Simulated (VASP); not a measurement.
Set up this calculation in VASP 6.6.1, as the native input.

```
Task                   : single point
Functional             : r2SCAN
Potentials or basis    : VASP PAW PBE potentials, release 64 (Al, Ni)
Cutoff                 : 520 eV
k mesh                 : 12 × 12 × 12
Occupations            : gaussian, width 0.1 eV
Spin                   : collinear spin, ferromagnetic start
Starting moments       : [0.0, 0.4, 0.4, 0.4] μB
Dipole correction      : no
Further INCAR settings : ALGO = Normal; EDIFF = 1e-06; NBANDS = 28
```

The system is AlNi3.

```
Al Ni
1.0
     3.59531    0.00000    0.00000
     0.00000    3.59531    0.00000
     0.00000    0.00000    3.59531
Al Ni
1 3
Direct
  0.00000 0.00000 0.00000
  0.00000 0.50000 0.50000
  0.50000 0.00000 0.50000
  0.50000 0.50000 0.00000
```

These files were run (other wordings do the same):

POSCAR

```
AlNi3
1.0
    3.5953054025      0.0000000000      0.0000000000
    0.0000000000      3.5953054025      0.0000000000
    0.0000000000      0.0000000000      3.5953054025
Al Ni
1 3
Direct
    0.0000000000      0.0000000000      0.0000000000
    0.0000000000      0.5000000000      0.5000000000
    0.5000000000      0.0000000000      0.5000000000
    0.5000000000      0.5000000000      0.0000000000
```

INCAR.step1

```
ALGO = Normal ; EDIFF = 1E-4
ENCUT = 520 ; GGA = PE
ISMEAR = 0 ; ISPIN = 2
LASPH = True ; LCHARG = False
LMAXMIX = 4 ; LREAL = False
LWAVE = True ; MAGMOM = 0 0.4 0.4 0.4
NBANDS = 28 ; NELM = 150
PREC = Accurate ; SIGMA = 0.1
```

INCAR.step2

```
ALGO = Normal ; EDIFF = 1E-6
ENCUT = 520 ; ISIF = 2
ISMEAR = 0 ; ISPIN = 2
ISTART = 1 ; LASPH = True
LCHARG = True ; LELF = True
LMAXMIX = 4 ; LMIXTAU = True
LORBIT = 11 ; LREAL = False
LVHAR = True ; LWAVE = False
MAGMOM = 0 0.4 0.4 0.4 ; METAGGA = R2SCAN
NBANDS = 28 ; NELM = 150
PREC = Accurate ; SIGMA = 0.1
```

KPOINTS

```
k-points
0
Gamma
  12 12 12
```

Potentials or basis: VASP PAW PBE potentials, release 64 (Al, Ni).

Launch:

```console
$ cat potpaw_PBE.64/Al/POTCAR potpaw_PBE.64/Ni/POTCAR > POTCAR
$ cp INCAR.step1 INCAR
$ mpirun -np 1 vasp_std > vasp.out
$ cp INCAR.step2 INCAR
$ mpirun -np 1 vasp_std > vasp.out
```

Results of the run:

```yaml
Pressure: -10.2 GPa
Net_moment: 0.91 μB per cell
Site_moments: Al -0.02; Ni +0.35 μB
Valence_electrons_inside_the_program's_atomic_spheres: Al 0.79; Ni 9.38
```

Caveat: the cell stands under tension; the PAW data sets were made with another functional, which shifts forces and pressure a little.

Wall time 6.2 min on 1 thread of Intel(R) Xeon(R) Platinum 8488C (Sapphire Rapids) (shared host), peak memory 0.29 GiB.
